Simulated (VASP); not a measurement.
# SnO2 (Pnnm) in VASP: further runs

SnO2 is run at these levels: PBE; tasks: single point.

All numbers are computed with VASP 6.6.1; they aren't measurements. Logs are shortened: lines on timing, memory, paths and dates and some standing lists are left out, and cuts for length are marked.

### Step 1. The cell of the first run

Symmetry: Pnnm, No. 58, orthorhombic system. Conventional cell: a = 4.772 Å, b = 4.772 Å, c = 3.313 Å, α = 90.00°, β = 90.00°, γ = 90.00°. Within 2.8 Å of Sn (site symmetry 2/m) lie 6 O at 2.08 to 2.12 Å. Within 3.1 Å of O (site symmetry m) lie 3 Sn at 2.08 to 2.12 Å and 10 O at 2.66 to 3.04 Å.

### Step 2. Single point, PBE (atoms displaced along a vibrational mode, the cell strained)

Contents of INCAR:

```
  ALGO = Normal
  EDIFF = 1E-6
  ENCUT = 520
  GGA = PE
  ISIF = 2
  ISMEAR = 0
  LASPH = True
  LCHARG = True
  LELF = True
  LREAL = False
  LVHAR = True
  LWAVE = False
  NBANDS = 35
  NELM = 100
  PREC = Accurate
  SIGMA = 0.05
```

Contents of KPOINTS:

```
k-points
0
Gamma
  6 6 8
```

Contents of POSCAR:

```
SnO2
1.0
    4.7715494980      0.0000000000      0.0000000000
    0.0000000000      4.7715630227      0.0000000000
    0.0000000000      0.0000000000      3.3133445725
Sn O
2 4
Direct
    0.5000000000      0.5000000000      0.5000000000
    0.0000000000      0.0000000000      0.0000000000
    0.3434840913      0.2697233079      0.0000000000
    0.8434840913      0.2302766921      0.5000000000
    0.1565159087      0.7697233079      0.5000000000
    0.6565159087      0.7302766921      0.0000000000
```

Potentials or basis: VASP PAW PBE potentials, release 64 (Sn_d, O).

Command:

```sh
$ cat potpaw_PBE.64/Sn_d/POTCAR potpaw_PBE.64/O/POTCAR > POTCAR
$ mpirun -np 1 vasp_std > vasp.out
```

OUTCAR:

```text
EDIFF = 1E-6
   ENCUT = 520
   GGA = PE
   ISIF = 2
   ISMEAR = 0
   LASPH = True
   LREAL = False
   NELM = 100
   PREC = Accurate

 ion  position               nearest neighbor table
   1  0.500  0.500  0.500-   4 2.08   5 2.08   3 2.12   6 2.12   3 2.12   6 2.12
   2  0.000  0.000  0.000-   3 2.08   6 2.08   5 2.12   4 2.12   4 2.12   5 2.12
   3  0.343  0.270  0.000-   2 2.08   1 2.12   1 2.12
   4  0.843  0.230  0.500-   1 2.08   2 2.12   2 2.12
   5  0.157  0.770  0.500-   1 2.08   2 2.12   2 2.12
   6  0.657  0.730  0.000-   2 2.08   1 2.12   1 2.12

  LATTYP: Found a simple tetragonal cell.
 ALAT       =     4.7715494980
 C/A-ratio  =     0.6943959345

  Lattice vectors:

 A1 = (   4.7715494980,   0.0000000000,   0.0000000000)
 A2 = (   0.0000000000,   4.7715630227,   0.0000000000)
 A3 = (   0.0000000000,   0.0000000000,   3.3133445725)

Analysis of symmetry for initial positions (statically):
=====================================================================
 Subroutine PRICEL returns:
 Original cell was already a primitive cell.

 Routine SETGRP: Setting up the symmetry group for a
 simple tetragonal supercell.

 Subroutine GETGRP returns: Found  8 space group operations
 (whereof  4 operations were pure point group operations)
 out of a pool of 16 trial point group operations.

The static configuration has the point symmetry C_2h.
 The point group associated with its full space group is D_2h.

Analysis of symmetry for dynamics (positions and initial velocities):
=====================================================================
 Subroutine PRICEL returns:
 Original cell was already a primitive cell.

 Routine SETGRP: Setting up the symmetry group for a
 simple tetragonal supercell.

 Subroutine GETGRP returns: Found  8 space group operations
 (whereof  4 operations were pure point group operations)
 out of a pool of 16 trial point group operations.

The dynamic configuration has the point symmetry C_2h.
 The point group associated with its full space group is D_2h.

 Subroutine INISYM returns: Found  8 space group operations
 (whereof  4 operations are pure point group operations),
 and found     1 'primitive' translations

----------------------------------------------------------------------------------------

                                     Primitive cell

  volume of cell :      75.4374

  direct lattice vectors                    reciprocal lattice vectors
     4.771549498  0.000000000  0.000000000     0.209575527  0.000000000  0.000000000
     0.000000000  4.771563023  0.000000000     0.000000000  0.209574933  0.000000000
     0.000000000  0.000000000  3.313344573     0.000000000  0.000000000  0.301809841

  length of vectors
     4.771549498  4.771563023  3.313344573     0.209575527  0.209574933  0.301809841

  position of ions in fractional coordinates (direct lattice)
     0.500000000  0.500000000  0.500000000
     0.000000000  0.000000000  0.000000000
     0.343484091  0.269723308  0.000000000
     0.843484091  0.230276692  0.500000000
     0.156515909  0.769723308  0.500000000
     0.656515909  0.730276692  0.000000000

  ion indices of the primitive-cell ions
   primitive index   ion index
                 1           1
                 2           2
                 3           3
                 4           4
                 5           5
                 6           6

----------------------------------------------------------------------------------------

 KPOINTS: k-points

Automatic generation of k-mesh.
 Grid dimensions read from file:
 generate k-points for:    6    6    8

 Generating k-lattice:

  Cartesian coordinates                     Fractional coordinates (reciprocal lattice)
     0.034929254  0.000000000  0.000000000     0.166666667  0.000000000  0.000000000
     0.000000000  0.034929155  0.000000000     0.000000000  0.166666667  0.000000000
     0.000000000  0.000000000  0.037726230     0.000000000  0.000000000  0.125000000

  Length of vectors
     0.034929254  0.034929155  0.037726230

  Shift w.r.t. Gamma in fractional coordinates (k-lattice)
     0.000000000  0.000000000  0.000000000

 Subroutine IBZKPT returns following result:
 ===========================================

 Found     80 irreducible k-points:

 Following reciprocal coordinates:
            Coordinates               Weight
  0.000000  0.000000  0.000000      1.000000
  0.166667  0.000000  0.000000      2.000000
  0.000000  0.166667  0.000000      2.000000
  0.333333  0.000000  0.000000      2.000000
  0.000000  0.333333  0.000000      2.000000
  0.500000  0.000000  0.000000      1.000000
[... 16 lines left out ...]
  0.000000  0.500000  0.125000      2.000000
  0.166667  0.166667  0.125000      8.000000
 [... further k-points ...]
   k-points           NKPTS =     80   k-points in BZ     NKDIM =     80   number of bands    NBANDS=     35
   number of dos      NEDOS =    301   number of ions     NIONS =      6
   total plane-waves  NPLWV =  36288
   dimension x,y,z NGX =    36 NGY =   36 NGZ =   28
   dimension x,y,z NGXF=    72 NGYF=   72 NGZF=   56
   ions per type =               2   4
   NGX,Y,Z   is equivalent  to a cutoff of  12.54, 12.54, 14.05 a.u.
   NGXF,Y,Z  is equivalent  to a cutoff of  25.09, 25.09, 28.10 a.u.
 SYSTEM =  unknown system
   PREC   = accura    normal or accurate (medium, high low for compatibility)
   ISTART =      0    job   : 0-new  1-cont  2-samecut
   ICHARG =      2    charge: 1-file 2-atom 10-const
   ISPIN  =      1    spin polarized calculation?
   LNONCOLLINEAR =      F non collinear calculations
   LSORBIT =      F    spin-orbit coupling
   LASPH  =      T    aspherical Exc in radial PAW
   ENCUT  =  520.0 eV  38.22 Ry    6.18 a.u.   8.87  8.87  6.16*2*pi/ulx,y,z
   NELM   =    100;   NELMIN=  2; NELMDL= -5     # of ELM steps
   EDIFF  = 0.1E-05   stopping-criterion for ELM
   LREAL  =      F    real-space projection
   EDIFFG = 0.1E-04   stopping-criterion for IOM
   NSW    =      0    number of steps for IOM
   IBRION =     -1    ionic relax: 0-MD 1-quasi-New 2-CG
   NFREE  =      0    steps in history (QN), initial steepest desc. (CG)
   ISIF   =      2    stress and relaxation
   ISYM   =      2    0-nonsym 1-usesym 2-fastsym
   POTIM  = 0.5000    time-step for ionic-motion
   TEBEG  =    0.0;   TEEND  =   0.0 temperature during run
   PSTRESS=    0.0 pullay stress
   NELECT =      52.0000    total number of electrons
   NUPDOWN=      -1.0000    fix difference up-down
   EMIN   =  10.00;   EMAX   =-10.00  energy-range for DOS
   EFERMI =   0.00;   METHOD = LEGACY
   ISMEAR =     0;   SIGMA  =   0.05  broadening in eV -4-tet -1-fermi 0-gaus
   EFERMI_NEDOS =   21; number of points for ismear=-14 and -15
   IALGO  =     38    algorithm
   IMIX   =      4    mixing-type and parameters
     AMIX     =   0.40;   BMIX     =  1.00
     AMIX_MAG =   1.60;   BMIX_MAG =  1.00
  volume/ion in A,a.u.               =      12.57        84.85
  Fermi-wavevector in a.u.,A,eV,Ry     =   1.446151  2.732830 28.454590  2.091353
  Thomas-Fermi vector in A             =   2.564252
   LORBIT       =      0    0 simple, 1 ext, 2 COOP (PROOUT), +10 PAW based schemes
   GGA     = PE    functional components
   LHFCALC =     F    Hartree Fock is set to
   AEXX    =    0.0000 exact exchange contribution
   IVDW    =     0    specifies the selected vdW correction
   LEPSILON=     F    determine dielectric tensor
   LRPA    =     F    only Hartree local field effects (RPA)
 non-spin polarized calculation
 Gauss-broadening in eV      SIGMA  =   0.05
  energy-cutoff  :      520.00
  volume of cell :       75.44
 maximum number of plane-waves:      2060
   NGX = 17   NGY = 17   NGZ = 13

 number of electron      52.0000022 magnetization

 Free energy of the ion-electron system (eV)
  ---------------------------------------------------
  ext. energy  EPLUGINS =         0.00000000
  ---------------------------------------------------
  free energy    TOTEN  =       -37.15911522 eV

  energy without entropy =      -37.15911522  energy(sigma->0) =      -37.15911522

 E-fermi :   5.5449     XC(G=0): -11.0206

 val. band max:        5.2888779355   @ k =   0.0000   0.3333   0.0000
 cond. band min:       6.2521731922   @ k =   0.0000   0.0000   0.0000
 fundamental gap:      0.9632952567
 Fermi energy:         5.5449085133

 k-point     1 :       0.0000    0.0000    0.0000
  band No.  band energies     occupation
      1     -15.4233      2.00000
      2     -14.7587      2.00000
      3     -14.6552      2.00000
      4     -14.6236      2.00000
      5     -14.6144      2.00000
      6     -14.5902      2.00000
[... 27 lines left out ...]
     34      17.2155      0.00000
     35      17.5076      0.00000

 k-point     2 :       0.1667    0.0000    0.0000
  band No.  band energies     occupation
      1     -15.3862      2.00000
      2     -14.7988      2.00000
      3     -14.6550      2.00000
      4     -14.6213      2.00000
      5     -14.6154      2.00000
      6     -14.6134      2.00000
[... 27 lines left out ...]
     34      17.1597      0.00000
     35      17.4150      0.00000

 k-point     3 :       0.0000    0.1667    0.0000
  band No.  band energies     occupation
      1     -15.3854      2.00000
      2     -14.7980      2.00000
      3     -14.6543      2.00000
      4     -14.6215      2.00000
      5     -14.6143      2.00000
      6     -14.6134      2.00000
[... 27 lines left out ...]
     34      17.3469      0.00000
     35      17.6789      0.00000
[... 723 lines left out ...]
 k-point    23 :       0.0000    0.5000    0.1250
  band No.  band energies     occupation
      1     -15.1019      2.00000
      2     -15.1019      2.00000
      3     -14.6994      2.00000
      4     -14.6994      2.00000
      5     -14.6017      2.00000
      6     -14.6017      2.00000
[... 27 lines left out ...]
     34      17.2084      0.00000
     35      18.5996      0.00000

 k-point    24 :       0.1667    0.1667    0.1250
  band No.  band energies     occupation
      1     -15.3091      2.00000
      2     -14.8495      2.00000
      3     -14.7144      2.00000
      4     -14.6880      2.00000
      5     -14.6293      2.00000
      6     -14.5867      2.00000
[... 27 lines left out ...]
     34      17.1889      0.00000
     35      17.9173      0.00000

 [... further k-points ...]
[... 5 lines left out ...]
  --------------------------------------------------------------------------------------
  -------------------------------------------------------------------------------------
  Total        0.2538248     -0.6467123     -3.3067059     -0.0000000      0.0000000      0.0000000
  in kB        5.3908581    -13.7351997    -70.2294799     -0.0000000      0.0000000      0.0000000
  external PRESSURE =     -26.1912739 kB  Pullay stress =       0.0000000 kB

 VOLUME and BASIS-vectors are now :
 -----------------------------------------------------------------------------
  energy-cutoff  :      520.00
  volume of cell :       75.44
      direct lattice vectors                 reciprocal lattice vectors
     4.771549498  0.000000000  0.000000000     0.209575527  0.000000000  0.000000000
     0.000000000  4.771563023  0.000000000     0.000000000  0.209574933  0.000000000
     0.000000000  0.000000000  3.313344573     0.000000000  0.000000000  0.301809841

 POSITION                                       TOTAL-FORCE (eV/Angst)
 -----------------------------------------------------------------------------------
      2.38577      2.38578      1.65667        -0.000000     -0.000000     -0.000000
      0.00000      0.00000      0.00000        -0.000000     -0.000000     -0.000000
      1.63895      1.28700      0.00000        -0.080386      0.343339      0.000000
      4.02473      1.09878      1.65667        -0.080386     -0.343339     -0.000000
      0.74682      3.67278      1.65667         0.080386      0.343339      0.000000
      3.13260      3.48456      0.00000         0.080386     -0.343339      0.000000
 -----------------------------------------------------------------------------------
    total drift:                                0.000000     -0.000000      0.000000

  FREE ENERGIE OF THE ION-ELECTRON SYSTEM (eV)
  ---------------------------------------------------
  free  energy   TOTEN  =       -37.1591152173 eV

  energy  without entropy=      -37.1591152173  energy(sigma->0) =      -37.15911522
```

It took 6.7 min on 1 thread of AMD EPYC 7R13, shared host; peak memory 0.29 GiB.

Results:

* Free energy: -37.1591 eV
* Pressure: -2.6 GPa
* Largest force: 0.353 eV/Å
* Band gap on the k mesh: 0.96 eV (least direct gap 1.16 eV)

Forces on the atoms (eV/Å):
```
Sn   0.000  0.000  0.000
Sn   0.000  0.000  0.000
O   -0.080  0.343  0.000
O   -0.080 -0.343  0.000
O    0.080  0.343  0.000
O    0.080 -0.343  0.000
```

Caveat: the cell differs from its parent crystal (atoms displaced along a vibrational mode, the cell strained); the stress differs along the axes, from -7 to 1 GPa; spin-orbit coupling is left out, which moves the levels of the heavy elements. A k mesh can miss the band edges.

[end of part 1 of 2]
